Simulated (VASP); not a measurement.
Wanted: the native input for a VASP 6.6.1 run.

* Task: single point
* Functional: PBE
* Potentials or basis: VASP PAW PBE potentials, release 64 (Bi_d, Se)
* Cutoff: 520 eV
* k mesh: 5 × 5 × 5
* Occupations: fermi-dirac, width 0.03 eV
* Spin: no spin polarisation
* Dipole correction: no
* Further INCAR settings: ALGO = Normal; EDIFF = 1e-06; NBANDS = 32

The structure of Bi2Se3 (Paraguanajuatite) lies in POSCAR:

```
Bi2Se3
1.0
    2.0715000000      1.1959810826      9.5453333333
   -2.0715000000      1.1959810826      9.5453333333
    0.0000000000     -2.3919621653      9.5453333333
Bi Se
2 3
Direct
    0.5992000000      0.5992000000      0.5992000000
    0.4008000000      0.4008000000      0.4008000000
    0.7883000000      0.7883000000      0.7883000000
    0.2117000000      0.2117000000      0.2117000000
    0.0000000000      0.0000000000      0.0000000000
```

One way to write it, as run:

INCAR

```
  ALGO = Normal
  EDIFF = 1E-6
  ENCUT = 520
  GGA = PE
  ISIF = 2
  ISMEAR = -1
  LASPH = True
  LCHARG = True
  LELF = True
  LREAL = False
  LVHAR = True
  LWAVE = False
  NBANDS = 32
  NELM = 80
  PREC = Accurate
  SIGMA = 0.03
```

KPOINTS

```
k-points
0
Gamma
  5 5 5
```

Potentials or basis: VASP PAW PBE potentials, release 64 (Bi_d, Se).

Command:

```sh
$ cat potpaw_PBE.64/Bi_d/POTCAR potpaw_PBE.64/Se/POTCAR > POTCAR
$ mpirun -np 1 vasp_std > vasp.out
```

Results of the run:

| Quantity | Value |
| --- | --- |
| Pressure | 2.5 GPa |
| Largest force | 0.209 eV/Å |
| Band gap on the k mesh | 0.22 eV, direct |

Caveat: spin-orbit coupling is left out, which moves the levels of the heavy elements.

It took 9.7 min on 1 thread of Intel(R) Xeon(R) Platinum 8375C CPU @ 2.90GHz (Ice Lake), on a shared host, peak memory 0.91 GiB.
